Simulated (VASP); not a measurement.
# Tc (P6_3/mmc) in VASP: a series of runs

Runs on Tc. Level: PBE. Tasks: relaxation of shape and atoms at fixed volume, relaxation of cell and atoms.

Everything below comes from runs of VASP 6.6.1. Logs are shortened: lines on timing, memory, paths and dates and some standing lists are left out, and cuts for length are marked.

### 1 The cell of the first run

It takes space group P6_3/mmc (No. 194, hexagonal). Conventional cell: a = 2.734 Å, b = 2.734 Å, c = 4.371 Å, α = 90.00°, β = 90.00°, γ = 120.00°. Tc (site symmetry -6m2) has 12 Tc at 2.70 to 2.73 Å within 3.6 Å.

### 2 Relaxation of shape and atoms at fixed volume, PBE (14.14 Å³/atom)

File INCAR:

```
SYSTEM = Tc
PREC = Accurate
ENCUT = 600
EDIFF = 1E-6
ISMEAR = 0
SIGMA = 0.05
LREAL = .FALSE.
LASPH = .TRUE.
NELM = 80
ALGO = Fast
ISIF = 4
LWAVE = .FALSE.
LCHARG = .FALSE.
GGA = PE
IBRION = 2
NSW = 60
EDIFFG = -0.01
```

File KPOINTS:

```
Automatic mesh
0
G
  18 18 10
  0 0 0
```

File POSCAR:

```
Tc
1.0
    2.7335778201      0.0000000000      0.0000000000
   -1.3667889101      2.3673478355      0.0000000000
    0.0000000000      0.0000000000      4.3712048079
Tc
2
Direct
    0.3333333333      0.6666666667      0.2500000000
    0.6666666667      0.3333333333      0.7500000000
```

Potentials or basis: VASP PAW PBE potentials, release 64 (Tc_pv).

Run with:

```sh
> cat potpaw_PBE.64/Tc_pv/POTCAR > POTCAR
> mpirun -np 1 vasp_std > vasp.out
```

OUTCAR:

```text
SYSTEM = Tc
   PREC = Accurate
   ENCUT = 600
   EDIFF = 1E-6
   ISMEAR = 0
   LREAL = .FALSE.
   LASPH = .TRUE.
   NELM = 80
   ISIF = 4
   GGA = PE
   IBRION = 2
   NSW = 60
   EDIFFG = -0.01

 ion  position               nearest neighbor table
   1  0.333  0.667  0.250-   2 2.70   2 2.70   2 2.70   2 2.70   2 2.70   2 2.70
   2  0.667  0.333  0.750-   1 2.70   1 2.70   1 2.70   1 2.70   1 2.70   1 2.70

  LATTYP: Found a hexagonal cell.
 ALAT       =     2.7335778201
 C/A-ratio  =     1.5990782394

  Lattice vectors:

 A1 = (   2.7335778201,   0.0000000000,   0.0000000000)
 A2 = (  -1.3667889101,   2.3673478355,   0.0000000000)
 A3 = (   0.0000000000,   0.0000000000,   4.3712048079)

Analysis of symmetry for initial positions (statically):
=====================================================================
 Subroutine PRICEL returns:
 Original cell was already a primitive cell.

 Routine SETGRP: Setting up the symmetry group for a
 hexagonal supercell.

 Subroutine GETGRP returns: Found 24 space group operations
 (whereof 12 operations were pure point group operations)
 out of a pool of 24 trial point group operations.

The static configuration has the point symmetry D_3d.
 The point group associated with its full space group is D_6h.

Analysis of symmetry for dynamics (positions and initial velocities):
=====================================================================
 Subroutine PRICEL returns:
 Original cell was already a primitive cell.

 Routine SETGRP: Setting up the symmetry group for a
 hexagonal supercell.

 Subroutine GETGRP returns: Found 24 space group operations
 (whereof 12 operations were pure point group operations)
 out of a pool of 24 trial point group operations.

The dynamic configuration has the point symmetry D_3d.
 The point group associated with its full space group is D_6h.

 Subroutine INISYM returns: Found 24 space group operations
 (whereof 12 operations are pure point group operations),
 and found     1 'primitive' translations

----------------------------------------------------------------------------------------

                                     Primitive cell

  volume of cell :      28.2875

  direct lattice vectors                    reciprocal lattice vectors
     2.733577820  0.000000000  0.000000000     0.365820937  0.211206817  0.000000000
    -1.366788910  2.367347835  0.000000000     0.000000000  0.422413633  0.000000000
     0.000000000  0.000000000  4.371204808     0.000000000  0.000000000  0.228769880

  length of vectors
     2.733577820  2.733577820  4.371204808     0.422413633  0.422413633  0.228769880

  position of ions in fractional coordinates (direct lattice)
     0.333333333  0.666666667  0.250000000
     0.666666667  0.333333333  0.750000000

  ion indices of the primitive-cell ions
   primitive index   ion index
                 1           1
                 2           2

----------------------------------------------------------------------------------------

 KPOINTS: Automatic mesh

Automatic generation of k-mesh.
 Grid dimensions read from file:
 generate k-points for:   18   18   10

 Generating k-lattice:

  Cartesian coordinates                     Fractional coordinates (reciprocal lattice)
     0.020323385  0.011733712  0.000000000     0.055555556  0.000000000  0.000000000
     0.000000000  0.023467424  0.000000000     0.000000000  0.055555556  0.000000000
     0.000000000  0.000000000  0.022876988     0.000000000  0.000000000  0.100000000

  Length of vectors
     0.023467424  0.023467424  0.022876988

  Shift w.r.t. Gamma in fractional coordinates (k-lattice)
     0.000000000  0.000000000  0.000000000

 Subroutine IBZKPT returns following result:
 ===========================================

 Found    222 irreducible k-points:

 Following reciprocal coordinates:
            Coordinates               Weight
  0.000000  0.000000  0.000000      1.000000
  0.055556  0.000000  0.000000      6.000000
  0.111111  0.000000  0.000000      6.000000
  0.166667  0.000000  0.000000      6.000000
  0.222222  0.000000  0.000000      6.000000
  0.277778  0.000000  0.000000      6.000000
[... 16 lines left out ...]
  0.333333  0.111111  0.000000     12.000000
  0.388889  0.111111  0.000000     12.000000
 [... further k-points ...]
   k-points           NKPTS =    222   k-points in BZ     NKDIM =    222   number of bands    NBANDS=     17
   number of dos      NEDOS =    301   number of ions     NIONS =      2
   total plane-waves  NPLWV =  20736
   dimension x,y,z NGX =    24 NGY =   24 NGZ =   36
   dimension x,y,z NGXF=    48 NGYF=   48 NGZF=   72
   ions per type =               2
   NGX,Y,Z   is equivalent  to a cutoff of  14.60, 14.60, 13.69 a.u.
   NGXF,Y,Z  is equivalent  to a cutoff of  29.19, 29.19, 27.38 a.u.
 SYSTEM =  Tc
   PREC   = accura    normal or accurate (medium, high low for compatibility)
   ISTART =      0    job   : 0-new  1-cont  2-samecut
   ICHARG =      2    charge: 1-file 2-atom 10-const
   ISPIN  =      1    spin polarized calculation?
   LNONCOLLINEAR =      F non collinear calculations
   LSORBIT =      F    spin-orbit coupling
   LASPH  =      T    aspherical Exc in radial PAW
   ENCUT  =  600.0 eV  44.10 Ry    6.64 a.u.   5.46  5.46  8.73*2*pi/ulx,y,z
   NELM   =     80;   NELMIN=  2; NELMDL= -5     # of ELM steps
   EDIFF  = 0.1E-05   stopping-criterion for ELM
   LREAL  =      F    real-space projection
   EDIFFG = -.1E-01   stopping-criterion for IOM
   NSW    =     60    number of steps for IOM
   IBRION =      2    ionic relax: 0-MD 1-quasi-New 2-CG
   NFREE  =      1    steps in history (QN), initial steepest desc. (CG)
   ISIF   =      4    stress and relaxation
   ISYM   =      2    0-nonsym 1-usesym 2-fastsym
   POTIM  = 0.5000    time-step for ionic-motion
   TEBEG  =    0.0;   TEEND  =   0.0 temperature during run
   PSTRESS=    0.0 pullay stress
   NELECT =      26.0000    total number of electrons
   NUPDOWN=      -1.0000    fix difference up-down
   EMIN   =  10.00;   EMAX   =-10.00  energy-range for DOS
   EFERMI =   0.00;   METHOD = LEGACY
   ISMEAR =     0;   SIGMA  =   0.05  broadening in eV -4-tet -1-fermi 0-gaus
   EFERMI_NEDOS =   21; number of points for ismear=-14 and -15
   IALGO  =     68    algorithm
   IMIX   =      4    mixing-type and parameters
     AMIX     =   0.40;   BMIX     =  1.00
     AMIX_MAG =   1.60;   BMIX_MAG =  1.00
  volume/ion in A,a.u.               =      14.14        95.45
  Fermi-wavevector in a.u.,A,eV,Ry     =   1.591724  3.007922 34.471514  2.533585
  Thomas-Fermi vector in A             =   2.690220
   LORBIT       =      0    0 simple, 1 ext, 2 COOP (PROOUT), +10 PAW based schemes
   GGA     = PE    functional components
   LHFCALC =     F    Hartree Fock is set to
   AEXX    =    0.0000 exact exchange contribution
   IVDW    =     0    specifies the selected vdW correction
   LEPSILON=     F    determine dielectric tensor
   LRPA    =     F    only Hartree local field effects (RPA)
 conjugate gradient relaxation of ions
 non-spin polarized calculation
 RMM-DIIS sequential band-by-band and
 Gauss-broadening in eV      SIGMA  =   0.05
  energy-cutoff  :      600.00
  volume of cell :       28.29
 maximum number of plane-waves:       977
 NGX is ok and might be reduce to    24
   NGX = 11   NGY = 11   NGZ = 17

 number of electron      26.0000003 magnetization

 Free energy of the ion-electron system (eV)
  ---------------------------------------------------
  ext. energy  EPLUGINS =         0.00000000
  ---------------------------------------------------
  free energy    TOTEN  =       -20.69582369 eV

  energy without entropy =      -20.69369247  energy(sigma->0) =      -20.69475808

 E-fermi :  12.8143     XC(G=0): -13.8655

 val. band max:       12.8105222679   @ k =   0.1667   0.1111   0.1000
 cond. band min:      12.8168535120   @ k =   0.3333   0.3333   0.0000
 fundamental gap:      0.0063312441
 Fermi energy:        12.8142779129

 k-point     1 :       0.0000    0.0000    0.0000
  band No.  band energies     occupation
      1     -26.6324      2.00000
      2     -25.4855      2.00000
      3     -25.4855      2.00000
      4     -25.2897      2.00000
      5     -25.2897      2.00000
      6     -25.2423      2.00000
[... 9 lines left out ...]
     16      14.5924      0.00000
     17      15.4212      0.00000

 k-point     2 :       0.0556    0.0000    0.0000
  band No.  band energies     occupation
      1     -26.6194      2.00000
      2     -25.5151      2.00000
      3     -25.4952      2.00000
      4     -25.3205      2.00000
      5     -25.2937      2.00000
      6     -25.2479      2.00000
[... 9 lines left out ...]
     16      13.8098      0.00000
     17      15.4743      0.00000

 k-point     3 :       0.1111    0.0000    0.0000
  band No.  band energies     occupation
      1     -26.5809      2.00000
      2     -25.6001      2.00000
      3     -25.5227      2.00000
      4     -25.4080      2.00000
      5     -25.3056      2.00000
      6     -25.2648      2.00000
[... 9 lines left out ...]
     16      13.0988      0.00000
     17      15.6075      0.00000

 k-point     4 :       0.1667    0.0000    0.0000
  band No.  band energies     occupation
      1     -26.5194      2.00000
      2     -25.7302      2.00000
      3     -25.5636      2.00000
      4     -25.5391      2.00000
      5     -25.3249      2.00000
      6     -25.2931      2.00000
[... 9 lines left out ...]
     16      12.8224      0.81772
     17      15.7706      0.00000
[... 343 lines left out ...]
      1     -26.2137      2.00000
      2     -26.1985      2.00000
      3     -26.0362      2.00000
      4     -25.7334      2.00000
      5     -25.4695      2.00000
      6     -25.4620      2.00000
[... 9 lines left out ...]
     16      15.8511      0.00000
     17      15.9872      0.00000

 k-point    23 :       0.3333    0.1111    0.0000
  band No.  band energies     occupation
      1     -26.3176      2.00000
      2     -26.1191      2.00000
      3     -26.1168      2.00000
      4     -25.7909      2.00000
      5     -25.5271      2.00000
      6     -25.4971      2.00000
[... 9 lines left out ...]
     16      16.0247      0.00000
     17      16.8906      0.00000

 k-point    24 :       0.3889    0.1111    0.0000
  band No.  band energies     occupation
      1     -26.3947      2.00000
      2     -26.1730      2.00000
      3     -26.0383      2.00000
      4     -25.8278      2.00000
      5     -25.5848      2.00000
      6     -25.5150      2.00000
[... 9 lines left out ...]
     16      16.0449      0.00000
     17      17.9427      0.00000

 [... further k-points ...]

------------------------ aborting loop because EDIFF is reached ----------------------------------------

  FORCE on cell =-STRESS in cart. coord.  units (eV):
  Direction    XX          YY          ZZ          XY          YZ          ZX
  --------------------------------------------------------------------------------------
  -------------------------------------------------------------------------------------
  Total        1.0177533      1.0177533      1.0246522     -0.0000000      0.0000000      0.0000000
  in kB       57.6445715     57.6445715     58.0353222     -0.0000000      0.0000000      0.0000000
  external PRESSURE =      57.7748217 kB  Pullay stress =       0.0000000 kB

 VOLUME and BASIS-vectors are now :
 -----------------------------------------------------------------------------
  energy-cutoff  :      600.00
  volume of cell :       28.29
      direct lattice vectors                 reciprocal lattice vectors
     2.733577820  0.000000000  0.000000000     0.365820937  0.211206817  0.000000000
    -1.366788910  2.367347835  0.000000000     0.000000000  0.422413633  0.000000000
     0.000000000  0.000000000  4.371204808     0.000000000  0.000000000  0.228769880

 POSITION                                       TOTAL-FORCE (eV/Angst)
 -----------------------------------------------------------------------------------
     -0.00000      1.57823      1.09280         0.000000      0.000000      0.000000
      1.36679      0.78912      3.27840        -0.000000     -0.000000      0.000000
 -----------------------------------------------------------------------------------
    total drift:                               -0.000000      0.000000     -0.000000

  FREE ENERGIE OF THE ION-ELECTRON SYSTEM (eV)
  ---------------------------------------------------
  free  energy   TOTEN  =       -20.6958236906 eV

  energy  without entropy=      -20.6936924673  energy(sigma->0) =      -20.69475808

 reached required accuracy - stopping structural energy minimisation
```

Run time: 2.1 min. Hardware: 1 thread of Intel Xeon 8259CL, shared host; peak memory 0.24 GiB.

Results:

```
Free energy             : -20.6958 eV
Pressure after relaxing : 5.8 GPa
Band gap on the k mesh  : zero (bands 13 and 14 overlap by 3.47 eV)
```

Final structure:
```yaml
crystal:
  lattice:
    - [2.73358, 0.00000, 0.00000]
    - [-1.36679, 2.36735, 0.00000]
    - [0.00000, 0.00000, 4.37120]
  atoms:
    - { symbol: Tc, position: [0.33333, 0.66667, 0.25000] }
    - { symbol: Tc, position: [0.66667, 0.33333, 0.75000] }
```

Levels at points of the mesh, in eV from the Fermi level:
| k point | band 11 | band 12 | band 13 | band 14 | band 15 | band 16 |
| --- | --- | --- | --- | --- | --- | --- |
| (0.00, 0.00, 0.00) | -1.44 | -0.81 | -0.81 | -0.12 | -0.12 | 1.78 |
| (0.50, 0.00, 0.00) | -1.10 | -0.90 | -0.45 | 2.99 | 3.43 | 3.44 |
| (0.00, 0.00, 0.50) | -1.69 | -1.69 | -1.69 | -1.69 | 1.93 | 1.93 |
| (0.50, 0.00, 0.50) | 0.16 | 0.16 | 1.48 | 1.48 | 3.26 | 3.26 |

Caveat: the relaxation stopped at its first step, so nothing moved.

### 3 Relaxation of cell and atoms, PBE

This run uses another cell than the first one, of 14.30 Å³/atom.

File INCAR:

```
ALGO     = Fast           # electronic algorithm
EDIFF    = 1E-6           # SCF threshold, eV
EDIFFG   = -0.01          # ionic threshold
ENCUT    = 600            # plane-wave cutoff, eV
GGA      = PE             # functional
IBRION   = 2              # ionic algorithm
ISIF     = 3              # what is computed and relaxed
ISMEAR   = 0              # smearing method
LASPH    = T              # aspherical terms in the spheres
LCHARG   = F              # write CHGCAR
LREAL    = F              # projectors in reciprocal space
LWAVE    = F              # write WAVECAR
NELM     = 60             # most SCF steps
NSW      = 80             # ionic steps
PREC     = Accurate       # precision mode
SIGMA    = 0.05           # smearing width, eV
```

File KPOINTS:

```
k-points
0
Gamma
  18 18 10
```

File POSCAR:

```
Tc
1.0
    2.7400000000      0.0000000000      0.0000000000
   -1.3700000000      2.3729096064      0.0000000000
    0.0000000000      0.0000000000      4.3980000000
Tc
2
Direct
    0.3333333333      0.6666666667      0.2500000000
    0.6666666667      0.3333333333      0.7500000000
```

Potentials or basis: VASP PAW PBE potentials, release 64 (Tc_pv).

Run with:

```sh
> cat potpaw_PBE.64/Tc_pv/POTCAR > POTCAR
> mpirun -np 1 vasp_std > vasp.out
```

OUTCAR:

```text
EDIFF = 1E-6
   EDIFFG = -0.01
   ENCUT = 600
   GGA = PE
   IBRION = 2
   ISIF = 3
   ISMEAR = 0
   LASPH = T
   LREAL = F
   NELM = 60
   NSW = 80
   PREC = Accurate

 ion  position               nearest neighbor table
   1  0.333  0.667  0.250-   2 2.71   2 2.71   2 2.71   2 2.71   2 2.71   2 2.71
   2  0.667  0.333  0.750-   1 2.71   1 2.71   1 2.71   1 2.71   1 2.71   1 2.71

  LATTYP: Found a hexagonal cell.
 ALAT       =     2.7400000000
 C/A-ratio  =     1.6051094891

  Lattice vectors:

 A1 = (   2.7400000000,   0.0000000000,   0.0000000000)
 A2 = (  -1.3700000000,   2.3729096064,   0.0000000000)
 A3 = (   0.0000000000,   0.0000000000,   4.3980000000)

Analysis of symmetry for initial positions (statically):
=====================================================================
 Subroutine PRICEL returns:
 Original cell was already a primitive cell.

 Routine SETGRP: Setting up the symmetry group for a
 hexagonal supercell.

 Subroutine GETGRP returns: Found 24 space group operations
 (whereof 12 operations were pure point group operations)
 out of a pool of 24 trial point group operations.
[... 175 lines left out ...]
  -------------------------------------------------------------------------------------
  Total        0.4873171      0.4873171      0.2670444     -0.0000000      0.0000000      0.0000000
  in kB       27.3045624     27.3045624     14.9625987     -0.0000000      0.0000000      0.0000000
  external PRESSURE =      23.1905745 kB  Pullay stress =       0.0000000 kB
[... 131 lines left out ...]
--------------------------------------- Ionic step        5  -------------------------------------------

 number of electron      26.0000001 magnetization

 Free energy of the ion-electron system (eV)
  ---------------------------------------------------
  ext. energy  EPLUGINS =         0.00000000
  ---------------------------------------------------
  free energy    TOTEN  =       -20.70525443 eV

  energy without entropy =      -20.70302906  energy(sigma->0) =      -20.70414174

 E-fermi :  12.4989     XC(G=0): -13.7566

 val. band max:       12.4973034629   @ k =   0.3333   0.2778   0.5000
 cond. band min:      12.5000418453   @ k =   0.1111   0.1111   0.0000
 fundamental gap:      0.0027383824
 Fermi energy:        12.4989049339

 k-point     1 :       0.0000    0.0000    0.0000
  band No.  band energies     occupation
      1     -26.8998      2.00000
      2     -25.8208      2.00000
      3     -25.8208      2.00000
      4     -25.6355      2.00000
      5     -25.6355      2.00000
      6     -25.5896      2.00000
[... 457 lines left out ...]
      4     -26.1428      2.00000
      5     -25.9126      2.00000
      6     -25.8478      2.00000
[... 9 lines left out ...]
     16      15.6417      0.00000
     17      17.4922      0.00000

 [... further k-points ...]

------------------------ aborting loop because EDIFF is reached ----------------------------------------

  FORCE on cell =-STRESS in cart. coord.  units (eV):
  Direction    XX          YY          ZZ          XY          YZ          ZX
  --------------------------------------------------------------------------------------
  -------------------------------------------------------------------------------------
  Total       -0.0031193     -0.0031193      0.0017718      0.0000000     -0.0000000     -0.0000000
  in kB       -0.1734411     -0.1734411      0.0985153      0.0000000     -0.0000000     -0.0000000
  external PRESSURE =      -0.0827890 kB  Pullay stress =       0.0000000 kB
[... 17 lines left out ...]
  FREE ENERGIE OF THE ION-ELECTRON SYSTEM (eV)
  ---------------------------------------------------
  free  energy   TOTEN  =       -20.7052544269 eV

  energy  without entropy=      -20.7030290554  energy(sigma->0) =      -20.70414174

 reached required accuracy - stopping structural energy minimisation
```

CONTCAR:

```text
Tc
   1.00000000000000
     2.7506065036442902   -0.0000000000000000   -0.0000000000000000
    -1.3753032518221451    2.3820951080016433    0.0000000000000000
     0.0000000000000000    0.0000000000000000    4.3977341875327065
  Tc
     2
Direct
     0.3333333332999970    0.6666666667000030    0.2500000000000000
     0.6666666667000030    0.3333333332999970    0.7500000000000000

  0.00000000E+00  0.00000000E+00  0.00000000E+00
  0.00000000E+00  0.00000000E+00  0.00000000E+00
```

It took 7.3 min on 1 thread of Intel Xeon 8259CL, shared host; peak memory 0.25 GiB.

Results:

```
Free energy                           : -20.7053 eV
Relaxed volume                        : 14.41 Å³/atom
Relaxed cell                          : a = 2.751 Å, b = 2.751 Å, c = 4.398 Å, α = 90.00°, β = 90.00°, γ = 120.00°
Space group after relaxing (to 0.1 Å) : P6_3/mmc (No. 194)
Energy gained by relaxing             : 0.9 meV/atom
Ionic steps                           : 5
Pressure after relaxing               : 0.0 GPa
Band gap on the k mesh                : zero (bands 13 and 14 overlap by 3.37 eV)
```

Step by step:
```tsv
step	energy change (eV)	largest force (eV/Å)	pressure (GPa)	volume (Å³)
1	0.0000	0.0000	2.32	28.59
2	0.0112	0.0000	-6.35	29.46
3	-0.0017	0.0000	-0.10	28.82
4	-0.0018	0.0000	0.01	28.81
5	-0.0018	0.0000	-0.01	28.81
```

Final structure:
```cif
data_structure
_symmetry_space_group_name_H-M 'P 1'
_symmetry_Int_Tables_number 1
_cell_length_a 2.7506
_cell_length_b 2.7506
_cell_length_c 4.3977
_cell_angle_alpha 90.000
_cell_angle_beta 90.000
_cell_angle_gamma 120.000
_cell_volume 28.81
loop_
_atom_site_label
_atom_site_type_symbol
_atom_site_fract_x
_atom_site_fract_y
_atom_site_fract_z
_atom_site_occupancy
Tc1 Tc 0.33333 0.66667 0.25000 1
Tc2 Tc 0.66667 0.33333 0.75000 1
```

[end of part 1 of 2]
